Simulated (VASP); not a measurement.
# Zr3AlN4 (Pm-3m) in VASP: a series of runs

Runs on Zr3AlN4. Level: PBE. Tasks: single point, relaxation of cell and atoms.

Everything below comes from runs of VASP 6.6.1. Logs are shortened: lines on timing, memory, paths and dates and some standing lists are left out, and cuts for length are marked.

### Step 1. The cell of the first run

It takes space group Pm-3m (No. 221, cubic). Conventional cell: a = 4.535 Å, b = 4.535 Å, c = 4.535 Å, α = 90.00°, β = 90.00°, γ = 90.00°. Within 3.0 Å of Zr (site symmetry 4/mmm) lie 6 N at 2.27 Å. Within 3.0 Å of Al (site symmetry m-3m) lie 6 N at 2.27 Å. N (site symmetry 4/mmm) has 4 Zr at 2.27 Å and 2 Al at 2.27 Å within 3.0 Å. N (site symmetry m-3m) has 6 Zr at 2.27 Å within 3.0 Å.

### Step 2. Single point, PBE

Input file INCAR:

```
PREC = Accurate
ENCUT = 520
EDIFF = 1E-6
ISMEAR = 0
SIGMA = 0.1
LREAL = False
LASPH = True
NELM = 80
ALGO = Normal
ISIF = 2
LWAVE = False
LCHARG = False
GGA = PE
NBANDS = 40
```

Input file KPOINTS:

```
regular mesh
0
Gamma
  8 8 8
```

Input file POSCAR:

```
Zr3AlN4
1.0
    4.5349450797      0.0000000000      0.0000000000
    0.0000000000      4.5349450797      0.0000000000
    0.0000000000      0.0000000000      4.5349450797
Zr Al N
3 1 4
Direct
    0.5000000000      0.0000000000      0.0000000000
    0.0000000000      0.0000000000      0.5000000000
    0.0000000000      0.5000000000      0.0000000000
    0.5000000000      0.5000000000      0.5000000000
    0.0000000000      0.5000000000      0.5000000000
    0.5000000000      0.5000000000      0.0000000000
    0.0000000000      0.0000000000      0.0000000000
    0.5000000000      0.0000000000      0.5000000000
```

Potentials or basis: VASP PAW PBE potentials, release 64 (Zr_sv, Al, N).

The run is started by

```console
cat potpaw_PBE.64/Zr_sv/POTCAR potpaw_PBE.64/Al/POTCAR potpaw_PBE.64/N/POTCAR > POTCAR
mpirun -np 1 vasp_std > vasp.out
```

OUTCAR:

```text
PREC = Accurate
   ENCUT = 520
   EDIFF = 1E-6
   ISMEAR = 0
   LREAL = False
   LASPH = True
   NELM = 80
   ISIF = 2
   GGA = PE

 ion  position               nearest neighbor table
   1  0.500  0.000  0.000-   6 2.27   7 2.27   8 2.27   8 2.27   6 2.27   7 2.27   2 3.21   4 3.21
                             2 3.21   3 3.21   4 3.21   3 3.21   4 3.21   2 3.21   3 3.21   4 3.21
   2  0.000  0.000  0.500-   5 2.27   7 2.27   8 2.27   7 2.27   5 2.27   8 2.27   1 3.21   3 3.21
                             1 3.21   3 3.21   4 3.21   3 3.21   3 3.21   1 3.21   4 3.21   4 3.21
   3  0.000  0.500  0.000-   5 2.27   6 2.27   7 2.27   5 2.27   7 2.27   6 2.27   2 3.21   4 3.21
                             1 3.21   1 3.21   2 3.21   2 3.21   2 3.21   1 3.21   4 3.21   4 3.21
   4  0.500  0.500  0.500-   5 2.27   6 2.27   8 2.27   6 2.27   8 2.27   5 2.27   1 3.21   3 3.21
                             1 3.21   1 3.21   2 3.21   2 3.21   1 3.21   2 3.21   3 3.21   3 3.21
   5  0.000  0.500  0.500-   2 2.27   3 2.27   4 2.27   3 2.27   2 2.27   4 2.27
   6  0.500  0.500  0.000-   1 2.27   3 2.27   4 2.27   4 2.27   1 2.27   3 2.27
   7  0.000  0.000  0.000-   1 2.27   2 2.27   3 2.27   2 2.27   3 2.27   1 2.27
   8  0.500  0.000  0.500-   1 2.27   2 2.27   4 2.27   1 2.27   4 2.27   2 2.27

  LATTYP: Found a simple cubic cell.
 ALAT       =     4.5349450797

  Lattice vectors:

 A1 = (   4.5349450797,   0.0000000000,   0.0000000000)
 A2 = (   0.0000000000,   4.5349450797,   0.0000000000)
 A3 = (   0.0000000000,   0.0000000000,   4.5349450797)

Analysis of symmetry for initial positions (statically):
=====================================================================
 Subroutine PRICEL returns:
 Original cell was already a primitive cell.

 Routine SETGRP: Setting up the symmetry group for a
 simple cubic supercell.

 Subroutine GETGRP returns: Found 48 space group operations
 (whereof 48 operations were pure point group operations)
 out of a pool of 48 trial point group operations.

The static configuration has the point symmetry O_h .

Analysis of symmetry for dynamics (positions and initial velocities):
=====================================================================
 Subroutine PRICEL returns:
 Original cell was already a primitive cell.

 Routine SETGRP: Setting up the symmetry group for a
 simple cubic supercell.

 Subroutine GETGRP returns: Found 48 space group operations
 (whereof 48 operations were pure point group operations)
 out of a pool of 48 trial point group operations.

The dynamic configuration has the point symmetry O_h .

 Subroutine INISYM returns: Found 48 space group operations
 (whereof 48 operations are pure point group operations),
 and found     1 'primitive' translations

----------------------------------------------------------------------------------------

                                     Primitive cell

  volume of cell :      93.2644

  direct lattice vectors                    reciprocal lattice vectors
     4.534945080  0.000000000  0.000000000     0.220509837  0.000000000  0.000000000
     0.000000000  4.534945080  0.000000000     0.000000000  0.220509837  0.000000000
     0.000000000  0.000000000  4.534945080     0.000000000  0.000000000  0.220509837

  length of vectors
     4.534945080  4.534945080  4.534945080     0.220509837  0.220509837  0.220509837

  position of ions in fractional coordinates (direct lattice)
     0.500000000  0.000000000  0.000000000
     0.000000000  0.000000000  0.500000000
     0.000000000  0.500000000  0.000000000
     0.500000000  0.500000000  0.500000000
     0.000000000  0.500000000  0.500000000
     0.500000000  0.500000000  0.000000000
     0.000000000  0.000000000  0.000000000
     0.500000000  0.000000000  0.500000000

  ion indices of the primitive-cell ions
   primitive index   ion index
                 1           1
                 2           2
                 3           3
                 4           4
                 5           5
                 6           6
                 7           7
                 8           8

----------------------------------------------------------------------------------------

 KPOINTS: regular mesh

Automatic generation of k-mesh.
 Grid dimensions read from file:
 generate k-points for:    8    8    8

 Generating k-lattice:

  Cartesian coordinates                     Fractional coordinates (reciprocal lattice)
     0.027563730  0.000000000  0.000000000     0.125000000  0.000000000  0.000000000
     0.000000000  0.027563730  0.000000000     0.000000000  0.125000000  0.000000000
     0.000000000  0.000000000  0.027563730     0.000000000  0.000000000  0.125000000

  Length of vectors
     0.027563730  0.027563730  0.027563730

  Shift w.r.t. Gamma in fractional coordinates (k-lattice)
     0.000000000  0.000000000  0.000000000

 Subroutine IBZKPT returns following result:
 ===========================================

 Found     35 irreducible k-points:

 Following reciprocal coordinates:
            Coordinates               Weight
  0.000000  0.000000  0.000000      1.000000
  0.125000  0.000000  0.000000      6.000000
  0.250000  0.000000  0.000000      6.000000
  0.375000  0.000000  0.000000      6.000000
  0.500000  0.000000  0.000000      3.000000
  0.125000  0.125000  0.000000     12.000000
[... 16 lines left out ...]
  0.375000  0.375000  0.125000     24.000000
  0.500000  0.375000  0.125000     24.000000
 [... further k-points ...]
   k-points           NKPTS =     35   k-points in BZ     NKDIM =     35   number of bands    NBANDS=     40
   number of dos      NEDOS =    301   number of ions     NIONS =      8
   total plane-waves  NPLWV =  46656
   dimension x,y,z NGX =    36 NGY =   36 NGZ =   36
   dimension x,y,z NGXF=    72 NGYF=   72 NGZF=   72
   ions per type =               3   1   4
   NGX,Y,Z   is equivalent  to a cutoff of  13.20, 13.20, 13.20 a.u.
   NGXF,Y,Z  is equivalent  to a cutoff of  26.39, 26.39, 26.39 a.u.
 SYSTEM =  unknown system
   PREC   = accura    normal or accurate (medium, high low for compatibility)
   ISTART =      0    job   : 0-new  1-cont  2-samecut
   ICHARG =      2    charge: 1-file 2-atom 10-const
   ISPIN  =      1    spin polarized calculation?
   LNONCOLLINEAR =      F non collinear calculations
   LSORBIT =      F    spin-orbit coupling
   LASPH  =      T    aspherical Exc in radial PAW
   ENCUT  =  520.0 eV  38.22 Ry    6.18 a.u.   8.43  8.43  8.43*2*pi/ulx,y,z
   NELM   =     80;   NELMIN=  2; NELMDL= -5     # of ELM steps
   EDIFF  = 0.1E-05   stopping-criterion for ELM
   LREAL  =      F    real-space projection
   EDIFFG = 0.1E-04   stopping-criterion for IOM
   NSW    =      0    number of steps for IOM
   IBRION =     -1    ionic relax: 0-MD 1-quasi-New 2-CG
   NFREE  =      0    steps in history (QN), initial steepest desc. (CG)
   ISIF   =      2    stress and relaxation
   ISYM   =      2    0-nonsym 1-usesym 2-fastsym
   POTIM  = 0.5000    time-step for ionic-motion
   TEBEG  =    0.0;   TEEND  =   0.0 temperature during run
   PSTRESS=    0.0 pullay stress
   NELECT =      59.0000    total number of electrons
   NUPDOWN=      -1.0000    fix difference up-down
   EMIN   =  10.00;   EMAX   =-10.00  energy-range for DOS
   EFERMI =   0.00;   METHOD = LEGACY
   ISMEAR =     0;   SIGMA  =   0.10  broadening in eV -4-tet -1-fermi 0-gaus
   EFERMI_NEDOS =   21; number of points for ismear=-14 and -15
   IALGO  =     38    algorithm
   IMIX   =      4    mixing-type and parameters
     AMIX     =   0.40;   BMIX     =  1.00
     AMIX_MAG =   1.60;   BMIX_MAG =  1.00
  volume/ion in A,a.u.               =      11.66        78.67
  Fermi-wavevector in a.u.,A,eV,Ry     =   1.405357  2.655741 26.871909  1.975030
  Thomas-Fermi vector in A             =   2.527827
   LORBIT       =      0    0 simple, 1 ext, 2 COOP (PROOUT), +10 PAW based schemes
   GGA     = PE    functional components
   LHFCALC =     F    Hartree Fock is set to
   AEXX    =    0.0000 exact exchange contribution
   IVDW    =     0    specifies the selected vdW correction
   LEPSILON=     F    determine dielectric tensor
   LRPA    =     F    only Hartree local field effects (RPA)
 non-spin polarized calculation
 Gauss-broadening in eV      SIGMA  =   0.10
  energy-cutoff  :      520.00
  volume of cell :       93.26
 maximum number of plane-waves:      2535
 NGX is ok and might be reduce to    36
   NGX = 17   NGY = 17   NGZ = 17

 number of electron      59.0000008 magnetization

 Free energy of the ion-electron system (eV)
  ---------------------------------------------------
  ext. energy  EPLUGINS =         0.00000000
  ---------------------------------------------------
  free energy    TOTEN  =       -73.83977963 eV

  energy without entropy =      -73.82086914  energy(sigma->0) =      -73.83032438

 E-fermi :  11.7022     XC(G=0): -12.2128

 val. band max:       11.6701898408   @ k =   0.2500   0.0000   0.0000
 cond. band min:      11.7085338738   @ k =   0.3750   0.1250   0.0000
 fundamental gap:      0.0383440331
 Fermi energy:        11.7021959493

 k-point     1 :       0.0000    0.0000    0.0000
  band No.  band energies     occupation
      1     -38.0631      2.00000
      2     -37.9026      2.00000
      3     -37.9026      2.00000
      4     -16.5296      2.00000
      5     -16.5296      2.00000
      6     -16.5296      2.00000
[... 32 lines left out ...]
     39      15.9756      0.00000
     40      16.0669      0.00000

 k-point     2 :       0.1250    0.0000    0.0000
  band No.  band energies     occupation
      1     -38.0576      2.00000
      2     -37.9080      2.00000
      3     -37.9025      2.00000
      4     -16.5140      2.00000
      5     -16.5139      2.00000
      6     -16.5139      2.00000
[... 32 lines left out ...]
     39      16.0705      0.00000
     40      16.1655      0.00000

 k-point     3 :       0.2500    0.0000    0.0000
  band No.  band energies     occupation
      1     -38.0425      2.00000
      2     -37.9229      2.00000
      3     -37.9022      2.00000
      4     -16.4713      2.00000
      5     -16.4713      2.00000
      6     -16.4658      2.00000
[... 32 lines left out ...]
     39      15.4231      0.00000
     40      15.4232      0.00000

 k-point     4 :       0.3750    0.0000    0.0000
  band No.  band energies     occupation
      1     -38.0220      2.00000
      2     -37.9432      2.00000
      3     -37.9019      2.00000
      4     -16.4182      2.00000
      5     -16.4182      2.00000
      6     -16.3844      2.00000
[... 32 lines left out ...]
     39      15.1173      0.00000
     40      15.3523      0.00000
[... 772 lines left out ...]
     39      15.4533      0.00000
     40      15.8089      0.00000

 k-point    23 :       0.3750    0.3750    0.1250
  band No.  band energies     occupation
      1     -37.9861      2.00000
      2     -37.9472      2.00000
      3     -37.9318      2.00000
      4     -16.6389      2.00000
      5     -16.5463      2.00000
      6     -16.3493      2.00000
[... 32 lines left out ...]
     39      15.7693      0.00000
     40      15.9276      0.00000

 k-point    24 :       0.5000    0.3750    0.1250
  band No.  band energies     occupation
      1     -37.9739      2.00000
      2     -37.9549      2.00000
      3     -37.9359      2.00000
      4     -16.6371      2.00000
      5     -16.5951      2.00000
      6     -16.3599      2.00000
[... 32 lines left out ...]
     39      15.3616      0.00000
     40      16.0164      0.00000

 [... further k-points ...]
[... 5 lines left out ...]
  --------------------------------------------------------------------------------------
  -------------------------------------------------------------------------------------
  Total        0.1095814      0.1095814      0.1095814      0.0000000      0.0000000      0.0000000
  in kB        1.8824848      1.8824848      1.8824848      0.0000000      0.0000000      0.0000000
  external PRESSURE =       1.8824848 kB  Pullay stress =       0.0000000 kB

 VOLUME and BASIS-vectors are now :
 -----------------------------------------------------------------------------
  energy-cutoff  :      520.00
  volume of cell :       93.26
      direct lattice vectors                 reciprocal lattice vectors
     4.534945080  0.000000000  0.000000000     0.220509837  0.000000000  0.000000000
     0.000000000  4.534945080  0.000000000     0.000000000  0.220509837  0.000000000
     0.000000000  0.000000000  4.534945080     0.000000000  0.000000000  0.220509837

 POSITION                                       TOTAL-FORCE (eV/Angst)
 -----------------------------------------------------------------------------------
      2.26747      0.00000      0.00000         0.000000      0.000000      0.000000
      0.00000      0.00000      2.26747         0.000000      0.000000      0.000000
      0.00000      2.26747      0.00000         0.000000      0.000000      0.000000
      2.26747      2.26747      2.26747         0.000000      0.000000      0.000000
      0.00000      2.26747      2.26747         0.000000      0.000000      0.000000
      2.26747      2.26747      0.00000         0.000000      0.000000      0.000000
      0.00000      0.00000      0.00000         0.000000      0.000000      0.000000
      2.26747      0.00000      2.26747         0.000000      0.000000      0.000000
 -----------------------------------------------------------------------------------
    total drift:                                0.000000     -0.000000     -0.000000

  FREE ENERGIE OF THE ION-ELECTRON SYSTEM (eV)
  ---------------------------------------------------
  free  energy   TOTEN  =       -73.8397796299 eV

  energy  without entropy=      -73.8208691397  energy(sigma->0) =      -73.83032438
```

Run time: 52 s. Hardware: 1 thread of Intel Xeon 6975P-C (Granite Rapids), shared host; peak memory 0.26 GiB.

What came out:

```yaml
Free_energy: -73.8398 eV
Pressure: 0.2 GPa
Band_gap_on_the_k_mesh: zero (an odd number of electrons rules out a gap without spin polarisation)
```

Levels at points of the mesh, in eV from the Fermi level:
| k point | band 27 | band 28 | band 29 | band 30 | band 31 | band 32 |
| --- | --- | --- | --- | --- | --- | --- |
| (0.00, 0.00, 0.00) | -3.09 | -3.09 | -2.79 | -2.79 | -2.79 | -1.46 |
| (0.50, 0.00, 0.00) | -3.29 | -3.29 | -2.48 | -0.67 | 0.98 | 0.98 |
| (0.50, 0.50, 0.00) | -4.37 | -3.64 | 1.58 | 1.59 | 1.59 | 1.66 |
| (0.50, 0.50, 0.50) | -4.08 | -4.08 | 2.15 | 2.15 | 2.15 | 2.28 |

### Step 3. Relaxation of cell and atoms, PBE

This run uses another cell than the first one, of 13.44 Å³/atom.

Input file INCAR:

```
ALGO = Normal
EDIFF = 1E-6
EDIFFG = -0.04
ENCUT = 600
GGA = PE
IBRION = 2
ISIF = 3
ISMEAR = 0
LASPH = T
LCHARG = F
LREAL = F
LWAVE = F
NELM = 80
NSW = 90
PREC = Accurate
SIGMA = 0.1
```

Input file KPOINTS:

```
k-points
0
Gamma
  4 4 4
```

Edit POSCAR of step 2 so:

```diff
@@ -2,5 +2,5 @@
 1.0
-    4.5349450797      0.0000000000      0.0000000000
-    0.0000000000      4.5349450797      0.0000000000
-    0.0000000000      0.0000000000      4.5349450797
+    4.7548215300      0.0000000000      0.0000000000
+    0.0000000000      4.7548215300      0.0000000000
+    0.0000000000      0.0000000000      4.7548215300
 Zr Al N
```

Potentials or basis: VASP PAW PBE potentials, release 64 (Zr_sv, Al, N).

The run is started by

```console
cat potpaw_PBE.64/Zr_sv/POTCAR potpaw_PBE.64/Al/POTCAR potpaw_PBE.64/N/POTCAR > POTCAR
mpirun -np 1 vasp_std > vasp.out
```

It took 86 s on 1 thread of Intel Xeon 6975P-C (Granite Rapids), shared host; peak memory 0.27 GiB.

The run converged. Its results:

| Property | Result |
| --- | --- |
| Free energy | -73.9017 eV |
| Relaxed volume | 11.63 Å³/atom |
| Relaxed cell | a = 4.531 Å, b = 4.531 Å, c = 4.531 Å, α = 90.00°, β = 90.00°, γ = 90.00° |
| Space group after relaxing (to 0.1 Å) | Pm-3m (No. 221) |
| Energy gained by relaxing | 152.1 meV/atom |
| Ionic steps | 4 |
| Pressure after relaxing | -0.3 GPa |
| Band gap on the k mesh | zero (an odd number of electrons rules out a gap without spin polarisation) |

Step by step:
```tsv
step	energy change (eV)	largest force (eV/Å)	pressure (GPa)	volume (Å³)
1	0.0000	0.0000	-23.75	107.50
2	0.6696	0.0000	51.48	79.40
3	-1.2148	0.0000	-1.34	93.49
4	-1.2170	0.0000	-0.30	93.05
```

Final structure:
```yaml
crystal:
  lattice:
    - [4.53140, 0.00000, 0.00000]
    - [0.00000, 4.53140, 0.00000]
    - [0.00000, 0.00000, 4.53140]
  atoms:
    - { symbol: Zr, position: [0.50000, 0.00000, 0.00000] }
    - { symbol: Zr, position: [0.00000, 0.00000, 0.50000] }
    - { symbol: Zr, position: [0.00000, 0.50000, 0.00000] }
    - { symbol: Al, position: [0.50000, 0.50000, 0.50000] }
    - { symbol: N, position: [0.00000, 0.50000, 0.50000] }
    - { symbol: N, position: [0.50000, 0.50000, 0.00000] }
    - { symbol: N, position: [0.00000, 0.00000, 0.00000] }
    - { symbol: N, position: [0.50000, 0.00000, 0.50000] }
```

Levels at points of the mesh, in eV from the Fermi level:
```
           k point  band 27  band 28  band 29  band 30  band 31  band 32
(0.00, 0.00, 0.00)    -2.81    -2.81    -2.50    -2.50    -2.50    -1.28
(0.50, 0.00, 0.00)    -3.01    -3.01    -2.19    -0.42     1.26     1.26
(0.50, 0.50, 0.00)    -4.12    -3.43     1.88     1.88     1.92     1.96
(0.50, 0.50, 0.50)    -3.87    -3.87     2.35     2.35     2.35     2.54
```

### Step 4. Single point, PBE, collinear spin

This run uses another cell than the first one, of 11.61 Å³/atom.

Input file INCAR:

```
PREC     = Accurate       # precision mode
ENCUT    = 520            # plane-wave cutoff, eV
EDIFF    = 1E-6           # SCF threshold, eV
ISMEAR   = 0              # smearing method
SIGMA    = 0.1            # smearing width, eV
LREAL    = F              # projectors in reciprocal space
LASPH    = T              # aspherical terms in the spheres
NELM     = 150            # most SCF steps
ALGO     = Normal         # electronic algorithm
ISIF     = 2              # what is computed and relaxed
LWAVE    = F              # write WAVECAR
LCHARG   = F              # write CHGCAR
ISPIN    = 2              # spin polarisation
MAGMOM   = 1 1 1 0 0 0 0 0 # initial moments
LORBIT   = 11             # projections on sites
LMAXMIX  = 4              # l up to which the mixer works
GGA      = PE             # functional
NBANDS   = 44             # bands
```

Input file KPOINTS:

```
regular mesh
0
Gamma
  4 4 4
```

Edit POSCAR of step 3 so:

```diff
@@ -2,5 +2,5 @@
 1.0
-    4.7548215300      0.0000000000      0.0000000000
-    0.0000000000      4.7548215300      0.0000000000
-    0.0000000000      0.0000000000      4.7548215300
+    4.5289253748      0.0000000000      0.0000000000
+    0.0000000000      4.5289253748      0.0000000000
+    0.0000000000      0.0000000000      4.5289253748
 Zr Al N
```

The run is started by

```console
cat potpaw_PBE.64/Zr_sv/POTCAR potpaw_PBE.64/Al/POTCAR potpaw_PBE.64/N/POTCAR > POTCAR
mpirun -np 1 vasp_std > vasp.out
```

Run time: 37 s. Hardware: 1 thread of Intel Xeon 6975P-C (Granite Rapids), shared host; peak memory 0.26 GiB.

Results (log left out):

| Item | Value |
| --- | --- |
| Free energy | -73.8731 eV |
| Pressure | 0.2 GPa |
| Net moment | 0.00 μB per cell |
| Valence electrons inside the program's atomic spheres | Zr 9.88; Al 0.61; N 3.71, 3.74 (each value once) |

Levels at points of the mesh, in eV from the Fermi level:
Spin up:
| k point | band 27 | band 28 | band 29 | band 30 | band 31 | band 32 |
| --- | --- | --- | --- | --- | --- | --- |
| (0.00, 0.00, 0.00) | -2.81 | -2.81 | -2.51 | -2.51 | -2.51 | -1.28 |
| (0.50, 0.00, 0.00) | -3.01 | -3.01 | -2.19 | -0.42 | 1.26 | 1.26 |
| (0.50, 0.50, 0.00) | -4.12 | -3.44 | 1.89 | 1.89 | 1.92 | 1.97 |
| (0.50, 0.50, 0.50) | -3.88 | -3.88 | 2.35 | 2.35 | 2.35 | 2.55 |
Spin down:
```csv
k point,band 26,band 27,band 28,band 29,band 30,band 31,band 32,band 33
"(0.00, 0.00, 0.00)",-2.81,-2.81,-2.81,-2.51,-2.51,-2.51,-1.28,0.81
"(0.50, 0.00, 0.00)",-3.47,-3.01,-3.01,-2.19,-0.42,1.26,1.26,1.79
"(0.50, 0.50, 0.00)",-4.12,-4.12,-3.44,1.89,1.89,1.92,1.97,2.07
"(0.50, 0.50, 0.50)",-5.48,-3.88,-3.88,2.35,2.35,2.35,2.55,3.32
```

[end of part 1 of 2]
